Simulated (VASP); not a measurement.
# Ba2W3: relaxation of cell and atoms with PBE

Crystal: Ba2W3.

```xyz
5
Lattice="4.9887 0.0000 0.0000 0.0000 4.9887 0.0000 0.0000 0.0000 4.9887" Properties=species:S:1:pos:R:3 pbc="T T T"
Ba    0.0000    0.0000    0.0000
Ba    2.4944    2.4944    2.4944
W     0.0000    2.4944    2.4944
W     2.4944    0.0000    2.4944
W     2.4944    2.4944    0.0000
```

The cell was generated, and may not be a known phase.

- Program: VASP 6.6.1
- Task: relaxation of cell and atoms
- Functional: PBE
- Potentials or basis: VASP PAW PBE potentials, release 64 (Ba_sv, W_sv)
- Cutoff: 600 eV
- k mesh: 4 × 4 × 4
- Occupations: gaussian, width 0.1 eV
- Spin: no spin polarisation
- Dipole correction: no
- Further INCAR settings: ALGO = Normal; EDIFF = 1e-06; IBRION = 2; EDIFFG = -0.04; NSW = 90; ISIF = 3

The relaxed volume is 28.85 Å³/atom, the relaxed cell is a = 5.245 Å, b = 5.245 Å, c = 5.245 Å, α = 90.00°, β = 90.00°, γ = 90.00° and the space group after relaxing (to 0.1 Å) is Pm-3m (No. 221). The energy gained by relaxing is 140.2 meV/atom, the ionic steps are 3 and the pressure after relaxing is -0.1 GPa. The band gap on the k mesh is zero (bands 31 and 32 overlap by 0.60 eV).

Step by step:
```tsv
step	energy change (eV)	largest force (eV/Å)	pressure (GPa)	volume (Å³)
1	0.0000	0.0000	13.32	124.16
2	-0.2732	0.0000	-5.61	165.08
3	-0.7012	0.0000	-0.13	144.25
```

Final structure:
```
CELL_PARAMETERS angstrom
5.24456 0.00000 0.00000
0.00000 5.24456 0.00000
0.00000 0.00000 5.24456
ATOMIC_POSITIONS crystal
Ba 0.00000 0.00000 0.00000
Ba 0.50000 0.50000 0.50000
W 0.00000 0.50000 0.50000
W 0.50000 0.00000 0.50000
W 0.50000 0.50000 0.00000
```

Levels at points of the mesh, in eV from the Fermi level:
| k point | band 27 | band 28 | band 29 | band 30 | band 31 | band 32 | band 33 | band 34 | band 35 | band 36 |
| --- | --- | --- | --- | --- | --- | --- | --- | --- | --- | --- |
| (0.00, 0.00, 0.00) | -1.76 | -1.76 | -0.18 | -0.18 | -0.18 | 0.26 | 1.24 | 1.24 | 1.24 | 1.45 |
| (0.50, 0.00, 0.00) | -1.13 | -0.73 | -0.57 | -0.45 | -0.27 | -0.27 | -0.02 | 0.27 | 0.27 | 1.24 |
| (0.50, 0.50, 0.00) | -1.32 | -0.74 | -0.74 | -0.46 | -0.26 | -0.03 | 0.02 | 0.18 | 0.57 | 1.25 |
| (0.50, 0.50, 0.50) | -0.83 | -0.06 | -0.06 | -0.06 | 0.33 | 0.33 | 1.16 | 1.16 | 1.16 | 1.20 |

Wall time 3.8 min on 1 thread of Oxide Virtual Turin-like Processor (shared host), peak memory 0.24 GiB.

Caveat: the volume moved by over 15 % at a fixed basis, so the end points are rough; spin-orbit coupling is left out, which moves the levels of the heavy elements.
